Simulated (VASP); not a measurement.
Cu, 1 atom in the cell. The structure is cubic, space group Fm-3m (No. 225). Conventional cell: a = 3.615 Å, b = 3.615 Å, c = 3.615 Å, α = 90.00°, β = 90.00°, γ = 90.00°. Within 3.4 Å of Cu (site symmetry m-3m) lie 12 Cu at 2.56 Å. 

* Program: VASP 6.6.1
* Task: relaxation of cell and atoms
* Functional: PBE
* Potentials or basis: VASP PAW PBE potentials, release 64 (Cu)
* Cutoff: 600 eV
* k mesh: 13 × 13 × 13
* Occupations: fermi-dirac, width 0.05 eV
* Spin: no spin polarisation
* Dipole correction: no
* Further INCAR settings: ALGO = Normal; EDIFF = 1e-06; IBRION = 2; EDIFFG = -0.005; NSW = 80; ISIF = 3

Potentials or basis: VASP PAW PBE potentials, release 64 (Cu).

Command:

```sh
$ cat potpaw_PBE.64/Cu/POTCAR > POTCAR
$ mpirun -np 1 vasp_std > vasp.out
```

Hardware: 1 thread of AMD EPYC 9R45 (Zen 5) (shared host).

Q: Estimate the wall time of this run.

A: Wall time 19 s on 1 thread of AMD EPYC 9R45 (Zen 5), with other jobs on the host, peak memory 0.1 GiB. Counts: scf iterations 23, k points 84, ion steps 3.
